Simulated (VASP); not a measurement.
# NiO (Fm-3m) in VASP: single point with PBE

Aim: the single point of NiO with PBE.

Everything below comes from runs of VASP 6.6.1. Logs are shortened: lines on timing, memory, paths and dates and some standing lists are left out, and cuts for length are marked.

**1. The cell of the first run**

Symmetry: Fm-3m, No. 225, cubic system. The conventional cell has a = 4.204 Å, b = 4.204 Å, c = 4.204 Å, α = 90.00°, β = 90.00°, γ = 90.00°. Within 2.8 Å of Ni (site symmetry m-3m) lie 6 O at 2.10 Å. Within 2.8 Å of O (site symmetry m-3m) lie 6 Ni at 2.10 Å.

**2. Single point, PBE, non-collinear spin, typed start, spin-orbit coupling**

Contents of INCAR:

```
SYSTEM = NiO
  PREC = Accurate
  ENCUT = 600
  EDIFF = 1E-6
  ISMEAR = 1
  SIGMA = 0.0126
  LREAL = .False.
  LASPH = .True.
  NELM = 200
  ALGO = Normal
  ISIF = 2
  LWAVE = .False.
  LCHARG = .False.
  MAGMOM = 0 1.414 1.414 0 0 0
  LORBIT = 11
  LSORBIT = .True.
  GGA_COMPAT = .False.
  LORBMOM = .True.
  LMAXMIX = 4
  GGA = PE
  NBANDS = 28
```

Contents of KPOINTS:

```
regular mesh
0
Gamma
  9 9 9
  0 0 0
```

Contents of POSCAR:

```
NiO
1.0
    0.0000000000      2.1020410000      2.1020410000
    2.1020410000      0.0000000000      2.1020410000
    2.1020410000      2.1020410000      0.0000000000
Ni O
1 1
Direct
    0.0000000000      0.0000000000      0.0000000000
    0.5000000000      0.5000000000      0.5000000000
```

Potentials or basis: VASP PAW PBE potentials, release 64 (Ni, O).

Started as:

```sh
$ cat potpaw_PBE.64/Ni/POTCAR potpaw_PBE.64/O/POTCAR > POTCAR
$ mpirun -np 1 vasp_ncl > vasp.out
```

OUTCAR:

```text
SYSTEM = NiO
   PREC = Accurate
   ENCUT = 600
   EDIFF = 1E-6
   ISMEAR = 1
   LREAL = .False.
   LASPH = .True.
   NELM = 200
   ISIF = 2
   LORBIT = 11
   LSORBIT = .True.
   GGA = PE

 ion  position               nearest neighbor table
   1  0.000  0.000  0.000-   2 2.10   2 2.10   2 2.10   2 2.10   2 2.10   2 2.10
   2  0.500  0.500  0.500-   1 2.10   1 2.10   1 2.10   1 2.10   1 2.10   1 2.10

  LATTYP: Found a face centered cubic cell.
 ALAT       =     4.2040820000

  Lattice vectors:

 A1 = (   0.0000000000,   2.1020410000,   2.1020410000)
 A2 = (   2.1020410000,   0.0000000000,   2.1020410000)
 A3 = (   2.1020410000,   2.1020410000,   0.0000000000)

Analysis of symmetry for initial positions (statically):
=====================================================================
 Subroutine PRICEL returns:
 Original cell was already a primitive cell.

 Routine SETGRP: Setting up the symmetry group for a
 face centered cubic supercell.

 Subroutine GETGRP returns: Found 48 space group operations
 (whereof 48 operations were pure point group operations)
 out of a pool of 48 trial point group operations.

The static configuration has the point symmetry O_h .

Analysis of symmetry for dynamics (positions and initial velocities):
=====================================================================
 Subroutine PRICEL returns:
 Original cell was already a primitive cell.

 Routine SETGRP: Setting up the symmetry group for a
 face centered cubic supercell.

 Subroutine GETGRP returns: Found 48 space group operations
 (whereof 48 operations were pure point group operations)
 out of a pool of 48 trial point group operations.

The dynamic configuration has the point symmetry O_h .

Analysis of structural, dynamic, and magnetic symmetry:
=====================================================================
 Subroutine PRICEL returns:
 Original cell was already a primitive cell.

 Routine SETGRP: Setting up the symmetry group for a
 face centered cubic supercell.

 Subroutine GETGRP returns: Found  4 space group operations
 (whereof  4 operations were pure point group operations)
 out of a pool of 48 trial point group operations.

The overall configuration has the point symmetry C_2h.

 Subroutine INISYM returns: Found  4 space group operations
 (whereof  4 operations are pure point group operations),
 and found     1 'primitive' translations

----------------------------------------------------------------------------------------

                                     Primitive cell

  volume of cell :      18.5761

  direct lattice vectors                    reciprocal lattice vectors
     0.000000000  2.102041000  2.102041000    -0.237864057  0.237864057  0.237864057
     2.102041000  0.000000000  2.102041000     0.237864057 -0.237864057  0.237864057
     2.102041000  2.102041000  0.000000000     0.237864057  0.237864057 -0.237864057

  length of vectors
     2.972734891  2.972734891  2.972734891     0.411992632  0.411992632  0.411992632

  position of ions in fractional coordinates (direct lattice)
     0.000000000  0.000000000  0.000000000
     0.500000000  0.500000000  0.500000000

  ion indices of the primitive-cell ions
   primitive index   ion index
                 1           1
                 2           2

----------------------------------------------------------------------------------------

 KPOINTS: regular mesh

Automatic generation of k-mesh.
 Grid dimensions read from file:
 generate k-points for:    9    9    9

 Generating k-lattice:

  Cartesian coordinates                     Fractional coordinates (reciprocal lattice)
    -0.026429340  0.026429340  0.026429340     0.111111111  0.000000000  0.000000000
     0.026429340 -0.026429340  0.026429340     0.000000000  0.111111111  0.000000000
     0.026429340  0.026429340 -0.026429340     0.000000000  0.000000000  0.111111111
[... 87 lines left out ...]
   LRPA    =     F    only Hartree local field effects (RPA)
 Methfessel and Paxton  Order N= 1 SIGMA  =   0.01
  energy-cutoff  :      600.00
  volume of cell :       18.58
 maximum number of plane-waves:      1260
   NGX = 11   NGY = 11   NGZ = 11

 number of electron      16.0000012 magnetization       0.0000000      1.2603371      1.2603371

 number of electron      16.0000012 magnetization      -0.0000000      1.2604858      1.2604858

 Free energy of the ion-electron system (eV)
  ---------------------------------------------------
  ext. energy  EPLUGINS =         0.00000000
  ---------------------------------------------------
  free energy    TOTEN  =       -11.49249895 eV

  energy without entropy =      -11.49249216  energy(sigma->0) =      -11.49249669

 E-fermi :   7.6193     XC(G=0): -12.5646

 val. band max:        7.6122298172   @ k =   0.4444  -0.2222  -0.2222
 cond. band min:       7.6478393894   @ k =   0.1111   0.2222   0.0000
 fundamental gap:      0.0356095722
 Fermi energy:         7.6193003347

 k-point     1 :       0.0000    0.0000    0.0000
  band No.  band energies     occupation
      1     -12.5655      1.00000
      2     -12.1150      1.00000
      3       4.4522      1.00000
      4       4.4569      1.00000
      5       4.6871      1.00000
      6       4.7033      1.00000
[... 733 lines left out ...]
     27      27.3745      0.00000
     28      27.6861      0.00000

 [... further k-points ...]
[... 5 lines left out ...]
  --------------------------------------------------------------------------------------
  -------------------------------------------------------------------------------------
  Total        0.1519987      0.1498684      0.1498684     -0.0000185     -0.0006531      0.0000239
  in kB       13.1098272     12.9260862     12.9260862     -0.0015937     -0.0563332      0.0020608
  external PRESSURE =      12.9873332 kB  Pullay stress =       0.0000000 kB

 VOLUME and BASIS-vectors are now :
 -----------------------------------------------------------------------------
  energy-cutoff  :      600.00
  volume of cell :       18.58
      direct lattice vectors                 reciprocal lattice vectors
     0.000000000  2.102041000  2.102041000    -0.237864057  0.237864057  0.237864057
     2.102041000  0.000000000  2.102041000     0.237864057 -0.237864057  0.237864057
     2.102041000  2.102041000  0.000000000     0.237864057  0.237864057 -0.237864057

 POSITION                                       TOTAL-FORCE (eV/Angst)
 -----------------------------------------------------------------------------------
      0.00000      0.00000      0.00000        -0.000000     -0.000000     -0.000000
      2.10204      2.10204      2.10204         0.000000      0.000000      0.000000
 -----------------------------------------------------------------------------------
    total drift:                               -0.000000     -0.000000     -0.000000

  FREE ENERGIE OF THE ION-ELECTRON SYSTEM (eV)
  ---------------------------------------------------
  free  energy   TOTEN  =       -11.4924989547 eV

  energy  without entropy=      -11.4924921635  energy(sigma->0) =      -11.49249669

 orbital moment (x)

 # of ion     p       d       tot
 ----------------------------------------
  1        -0.000   0.000   0.000
  2        -0.000   0.000  -0.000
 ----------------------------------------
           -0.000   0.000   0.000

 orbital moment (y)

 # of ion     p       d       tot
 ----------------------------------------
  1         0.000   0.098   0.098
  2        -0.002   0.000  -0.002
 ----------------------------------------
           -0.002   0.098   0.096

 orbital moment (z)

 # of ion     p       d       tot
 ----------------------------------------
  1         0.000   0.098   0.098
  2        -0.002   0.000  -0.002
 ----------------------------------------
           -0.002   0.098   0.096

 Spin-Orbit-Coupling matrix elements

 Ion:    1  E_soc:     -0.0230531
 l=   1
     0.0000000    -0.0002014    -0.0002025
    -0.0002014     0.0000000    -0.0002025
    -0.0002025    -0.0002025     0.0000000
 l=   2
     0.0000000    -0.0001256     0.0000000    -0.0001221    -0.0036723
    -0.0001256     0.0000000    -0.0024017    -0.0001256    -0.0008006
     0.0000000    -0.0024017     0.0000000    -0.0027574     0.0000000
    -0.0001221    -0.0001256    -0.0027574     0.0000000    -0.0009149
    -0.0036723    -0.0008006     0.0000000    -0.0009149     0.0000000
 l=   3
     0.0000000     0.0000000     0.0000000     0.0000000     0.0000000     0.0000000     0.0000000
     0.0000000     0.0000000     0.0000000     0.0000000     0.0000000     0.0000000     0.0000000
     0.0000000     0.0000000     0.0000000     0.0000000     0.0000000     0.0000000     0.0000000
     0.0000000     0.0000000     0.0000000     0.0000000     0.0000000     0.0000000     0.0000000
     0.0000000     0.0000000     0.0000000     0.0000000     0.0000000     0.0000000     0.0000000
     0.0000000     0.0000000     0.0000000     0.0000000     0.0000000     0.0000000     0.0000000
     0.0000000     0.0000000     0.0000000     0.0000000     0.0000000     0.0000000     0.0000000

 Ion:    2  E_soc:      0.0000540
 l=   1
     0.0000000     0.0000087     0.0000091
     0.0000087     0.0000000     0.0000091
     0.0000091     0.0000091     0.0000000
 l=   2
     0.0000000     0.0000000     0.0000000     0.0000000     0.0000000
     0.0000000     0.0000000     0.0000000     0.0000000     0.0000000
     0.0000000     0.0000000     0.0000000     0.0000000     0.0000000
     0.0000000     0.0000000     0.0000000     0.0000000     0.0000000
     0.0000000     0.0000000     0.0000000     0.0000000     0.0000000
 l=   3
     0.0000000     0.0000000     0.0000000     0.0000000     0.0000000     0.0000000     0.0000000
     0.0000000     0.0000000     0.0000000     0.0000000     0.0000000     0.0000000     0.0000000
     0.0000000     0.0000000     0.0000000     0.0000000     0.0000000     0.0000000     0.0000000
     0.0000000     0.0000000     0.0000000     0.0000000     0.0000000     0.0000000     0.0000000
     0.0000000     0.0000000     0.0000000     0.0000000     0.0000000     0.0000000     0.0000000
     0.0000000     0.0000000     0.0000000     0.0000000     0.0000000     0.0000000     0.0000000
     0.0000000     0.0000000     0.0000000     0.0000000     0.0000000     0.0000000     0.0000000

 total charge

# of ion       s       p       d       tot
------------------------------------------
    1        0.327   0.390   8.230   8.947
    2        1.553   3.416   0.000   4.970
--------------------------------------------------
tot          1.880   3.807   8.230  13.916

 magnetization (x)

# of ion       s       p       d       tot
------------------------------------------
    1        0.000   0.000   0.000   0.000
    2        0.000   0.000   0.000   0.000
--------------------------------------------------
tot          0.000   0.000   0.000   0.000

 magnetization (y)

# of ion       s       p       d       tot
------------------------------------------
    1        0.008   0.011   1.016   1.035
    2        0.019   0.175   0.000   0.194
--------------------------------------------------
tot          0.027   0.186   1.016   1.229

 magnetization (z)

# of ion       s       p       d       tot
------------------------------------------
    1        0.008   0.011   1.016   1.035
    2        0.019   0.175   0.000   0.194
--------------------------------------------------
tot          0.027   0.186   1.016   1.229
```

Run time: 2.8 min. Hardware: 1 thread of Intel Xeon Platinum 8559C (Emerald Rapids), shared host; peak memory 0.33 GiB.

What came out:

```yaml
Free_energy: -11.4925 eV
Pressure: 1.3 GPa
Net_moment: 1.78 μB per cell
Valence_electrons_inside_the_program's_atomic_spheres: Ni 8.95; O 4.97
```

Moments on the atoms (μB; x, y, z):
```
Ni  0.00 1.03 1.03
O   0.00 0.19 0.19
```

Caveat: a cell with one magnetic atom can't hold antiferromagnetic order, which such compounds often take.
